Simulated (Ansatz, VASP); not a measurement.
Two plane-wave programs on Ge

Contents of POSCAR:

```
Ge
1.0
    0.0000000000      2.8285347457      2.8285347457
    2.8285347457      0.0000000000      2.8285347457
    2.8285347457      2.8285347457      0.0000000000
Ge
2
Direct
   -0.1250000000     -0.1250000000     -0.1250000000
    0.1250000000      0.1250000000      0.1250000000
```

INCAR.step1

```
SYSTEM = Ge
  PREC = Accurate
  ENCUT = 600
  ISMEAR = -1
  SIGMA = 0.02
  LREAL = .FALSE.
  LASPH = .TRUE.
  NELM = 80
  GGA = PE
  ALGO = Normal
  EDIFF = 1E-4
  LWAVE = .TRUE.
  LCHARG = .FALSE.
```

File INCAR.step2:

```
SYSTEM = Ge
  PREC = Accurate
  ENCUT = 600
  EDIFF = 1E-6
  ISMEAR = -1
  SIGMA = 0.02
  LREAL = .FALSE.
  LASPH = .TRUE.
  NELM = 80
  ALGO = Normal
  ISIF = 3
  LWAVE = .FALSE.
  LCHARG = .FALSE.
  METAGGA = R2SCAN
  LMIXTAU = .TRUE.
  IBRION = 2
  NSW = 60
  EDIFFG = -0.005
  ISTART = 1
```

Contents of KPOINTS:

```
regular mesh
0
G
  10 10 10
  0 0 0
```

Input for Ansatz:

```yaml
crystal:
  lattice:
    - [0.0, 2.8285347457, 2.8285347457]
    - [2.8285347457, 0.0, 2.8285347457]
    - [2.8285347457, 2.8285347457, 0.0]
  atoms:
    - { symbol: Ge, position: [-0.125, -0.125, -0.125] }
    - { symbol: Ge, position: [0.125, 0.125, 0.125] }
kpoints:
  mp_grid: { grid: [10, 10, 10] }
scf:
  occupations: { method: fermi_dirac, width: 0.02 }
hamiltonian:
  xc: r2scan
  pseudopotentials: { kind: paw }
output:
  forces: true
  stress: true
  write_density: true
  write_potential: true
  elf: true
  volumetric_format: npy
relax:
  f_tol: 0.005
  max_steps: 40
  cell: {}
```

Alike in both runs: task relaxation of cell and atoms; functional r2SCAN; k mesh 10 × 10 × 10; occupations fermi-dirac, width 0.02 eV; no spin polarisation.

```csv
,VASP,Ansatz
version,VASP 6.6.1,Ansatz 0.2.0
potentials or method,"VASP PAW PBE potentials, release 64 (Ge_d)","PAW with Ansatz's default frozen-core files, scalar-relativistic"
plane-wave cutoff (eV),600,500
valence electrons in the cell,28,28
```

Ansatz gave:

| Quantity | Value |
| --- | --- |
| relaxed volume (Å³/atom) | 22.84 |
| relaxed cell length with the largest relative difference (Å) | 4.012 |

What did VASP give for the same quantities?

Relaxed volume (Å³/atom): 22.86; relaxed cell length with the largest relative difference (Å): 4.014.

VASP's potentials were made for PBE, not for r2SCAN.
